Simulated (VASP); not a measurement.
# Mn (Fm-3m) in VASP: single point with PBEsol

Aim: the single point of Mn with PBEsol.

Program: VASP 6.6.1. These are calculated values, not measurements. Logs are shortened: lines on timing, memory, paths and dates and some standing lists are left out, and cuts for length are marked.

### 1 The cell of the first run

It takes space group Fm-3m (No. 225, cubic). The conventional cell has a = 3.462 Å, b = 3.462 Å, c = 3.462 Å, α = 90.00°, β = 90.00°, γ = 90.00°. Within 3.2 Å of Mn (site symmetry m-3m) lie 12 Mn at 2.45 Å.

### 2 Single point, PBEsol

INCAR

```
SYSTEM = Mn
PREC     = Accurate       ! precision mode
ENCUT    = 520            ! plane-wave cutoff, eV
EDIFF    = 1E-6           ! SCF threshold, eV
ISMEAR   = -1             ! smearing method
SIGMA    = 0.13605693000000002 ! smearing width, eV
LREAL    = .False.        ! projectors in reciprocal space
LASPH    = .True.         ! aspherical terms in the spheres
NELM     = 60             ! most SCF steps
ALGO     = Normal         ! electronic algorithm
ISIF     = 2              ! what is computed and relaxed
LWAVE    = .False.        ! write WAVECAR
LCHARG   = .True.         ! write CHGCAR
GGA      = PS             ! functional
LELF     = .True.         ! ELF
LVHAR    = .True.       
NBANDS   = 12             ! bands
```

KPOINTS

```
Automatic mesh
0
Gamma
  16 16 16
  0 0 0
```

POSCAR

```
Mn
1.0
    0.0000000000      1.7309776514      1.7309776514
    1.7309776514      0.0000000000      1.7309776514
    1.7309776514      1.7309776514      0.0000000000
Mn
1
Direct
    0.0000000000      0.0000000000      0.0000000000
```

Potentials or basis: VASP PAW PBE potentials, release 64 (Mn_pv).

Started as:

```bash
$ cat potpaw_PBE.64/Mn_pv/POTCAR > POTCAR
$ mpirun -np 1 vasp_std > vasp.out
```

OUTCAR:

```text
SYSTEM = Mn
   PREC = Accurate
   ENCUT = 520
   EDIFF = 1E-6
   ISMEAR = -1
   LREAL = .False.
   LASPH = .True.
   NELM = 60
   ISIF = 2
   GGA = PS

 ion  position               nearest neighbor table
   1  0.000  0.000  0.000-

  LATTYP: Found a face centered cubic cell.
 ALAT       =     3.4619553028

  Lattice vectors:

 A1 = (   0.0000000000,   1.7309776514,   1.7309776514)
 A2 = (   1.7309776514,   0.0000000000,   1.7309776514)
 A3 = (   1.7309776514,   1.7309776514,   0.0000000000)

Analysis of symmetry for initial positions (statically):
=====================================================================
 Subroutine PRICEL returns:
 Original cell was already a primitive cell.

 Routine SETGRP: Setting up the symmetry group for a
 face centered cubic supercell.

 Subroutine GETGRP returns: Found 48 space group operations
 (whereof 48 operations were pure point group operations)
 out of a pool of 48 trial point group operations.

The static configuration has the point symmetry O_h .

Analysis of symmetry for dynamics (positions and initial velocities):
=====================================================================
 Subroutine PRICEL returns:
 Original cell was already a primitive cell.

 Routine SETGRP: Setting up the symmetry group for a
 face centered cubic supercell.

 Subroutine GETGRP returns: Found 48 space group operations
 (whereof 48 operations were pure point group operations)
 out of a pool of 48 trial point group operations.

The dynamic configuration has the point symmetry O_h .

 Subroutine INISYM returns: Found 48 space group operations
 (whereof 48 operations are pure point group operations),
 and found     1 'primitive' translations

----------------------------------------------------------------------------------------

                                     Primitive cell

  volume of cell :      10.3730

  direct lattice vectors                    reciprocal lattice vectors
     0.000000000  1.730977651  1.730977651    -0.288854105  0.288854105  0.288854105
     1.730977651  0.000000000  1.730977651     0.288854105 -0.288854105  0.288854105
     1.730977651  1.730977651  0.000000000     0.288854105  0.288854105 -0.288854105

  length of vectors
     2.447972071  2.447972071  2.447972071     0.500309986  0.500309986  0.500309986

  position of ions in fractional coordinates (direct lattice)
     0.000000000  0.000000000  0.000000000

  ion indices of the primitive-cell ions
   primitive index   ion index
                 1           1
[... 73 lines left out ...]
   LREAL  =      F    real-space projection
   EDIFFG = 0.1E-04   stopping-criterion for IOM
   NSW    =      0    number of steps for IOM
   IBRION =     -1    ionic relax: 0-MD 1-quasi-New 2-CG
   NFREE  =      0    steps in history (QN), initial steepest desc. (CG)
   ISIF   =      2    stress and relaxation
   ISYM   =      2    0-nonsym 1-usesym 2-fastsym
   POTIM  = 0.5000    time-step for ionic-motion
   TEBEG  =    0.0;   TEEND  =   0.0 temperature during run
   PSTRESS=    0.0 pullay stress
   NELECT =      13.0000    total number of electrons
   NUPDOWN=      -1.0000    fix difference up-down
   EMIN   =  10.00;   EMAX   =-10.00  energy-range for DOS
   EFERMI =   0.00;   METHOD = LEGACY
   ISMEAR =    -1;   SIGMA  =   0.14  broadening in eV -4-tet -1-fermi 0-gaus
   EFERMI_NEDOS =   21; number of points for ismear=-14 and -15
   IALGO  =     38    algorithm
   IMIX   =      4    mixing-type and parameters
     AMIX     =   0.40;   BMIX     =  1.00
     AMIX_MAG =   1.60;   BMIX_MAG =  1.00
  volume/ion in A,a.u.               =      10.37        70.00
  Fermi-wavevector in a.u.,A,eV,Ry     =   1.765040  3.335441 42.387118  3.115365
  Thomas-Fermi vector in A             =   2.832899
   LORBIT       =      0    0 simple, 1 ext, 2 COOP (PROOUT), +10 PAW based schemes
   GGA     = PS    functional components
   LHFCALC =     F    Hartree Fock is set to
   AEXX    =    0.0000 exact exchange contribution
   IVDW    =     0    specifies the selected vdW correction
   LEPSILON=     F    determine dielectric tensor
   LRPA    =     F    only Hartree local field effects (RPA)
 non-spin polarized calculation
  energy-cutoff  :      520.00
  volume of cell :       10.37
 maximum number of plane-waves:       291
   NGX =  9   NGY =  9   NGZ =  9

 number of electron      13.0000016 magnetization

 Free energy of the ion-electron system (eV)
  ---------------------------------------------------
  ext. energy  EPLUGINS =         0.00000000
  ---------------------------------------------------
  free energy    TOTEN  =        -9.71801317 eV

  energy without entropy =       -9.62911365  energy(sigma->0) =       -9.67356341

 E-fermi :  10.8353     XC(G=0): -14.4067

 val. band max:       10.8311374200   @ k =  -0.2500   0.3125   0.0625
 cond. band min:      10.8690459532   @ k =  -0.1875   0.1250   0.0000
 fundamental gap:      0.0379085332
 Fermi energy:        10.8353224224

 k-point     1 :       0.0000    0.0000    0.0000
  band No.  band energies     occupation
      1     -36.6187      2.00000
      2     -36.6187      2.00000
      3     -36.6187      2.00000
      4       2.3551      2.00000
      5       9.6450      1.99968
      6       9.6450      1.99968
      7       9.6450      1.99968
      8      11.4127      0.02830
      9      11.4127      0.02830
     10      32.4777      0.00000
     11      38.4932      0.00000
     12      38.4932      0.00000
[... 331 lines left out ...]
 k-point    24 :      -0.0625    0.0625    0.0000
  band No.  band energies     occupation
      1     -36.7003      2.00000
      2     -36.6423      2.00000
      3     -36.6244      2.00000
      4       2.8055      2.00000
      5       9.4377      1.99993
      6       9.7785      1.99915
      7       9.8058      1.99897
      8      11.2542      0.08800
      9      11.4324      0.02453
     10      32.4699      0.00000
     11      35.5932      0.00000
     12      37.7198      0.00000

 [... further k-points ...]
[... 5 lines left out ...]
  --------------------------------------------------------------------------------------
  -------------------------------------------------------------------------------------
  Total        0.0178943      0.0178943      0.0178943     -0.0000000     -0.0000000     -0.0000000
  in kB        2.7638964      2.7638964      2.7638964     -0.0000000     -0.0000000     -0.0000000
  external PRESSURE =       2.7638964 kB  Pullay stress =       0.0000000 kB

 VOLUME and BASIS-vectors are now :
 -----------------------------------------------------------------------------
  energy-cutoff  :      520.00
  volume of cell :       10.37
      direct lattice vectors                 reciprocal lattice vectors
     0.000000000  1.730977651  1.730977651    -0.288854105  0.288854105  0.288854105
     1.730977651  0.000000000  1.730977651     0.288854105 -0.288854105  0.288854105
     1.730977651  1.730977651  0.000000000     0.288854105  0.288854105 -0.288854105

 POSITION                                       TOTAL-FORCE (eV/Angst)
 -----------------------------------------------------------------------------------
      0.00000      0.00000      0.00000         0.000000      0.000000     -0.000000
 -----------------------------------------------------------------------------------
    total drift:                                0.000000      0.000000      0.000000

  FREE ENERGIE OF THE ION-ELECTRON SYSTEM (eV)
  ---------------------------------------------------
  free  energy   TOTEN  =        -9.7180131659 eV

  energy  without entropy=       -9.6291136546  energy(sigma->0) =       -9.67356341
```

Run time: 27 s. Hardware: 1 thread of Intel Xeon 8259CL, shared host; peak memory 0.13 GiB.

Results:

```yaml
Free_energy: -9.7180 eV
Pressure: 0.3 GPa
```

Caveat: the PAW data sets were made with another functional, which shifts forces and pressure a little; the run has no spin polarisation, though such a crystal can be magnetic. Spin polarisation is off, so any magnetic state and its effect on volume and gap are missing.
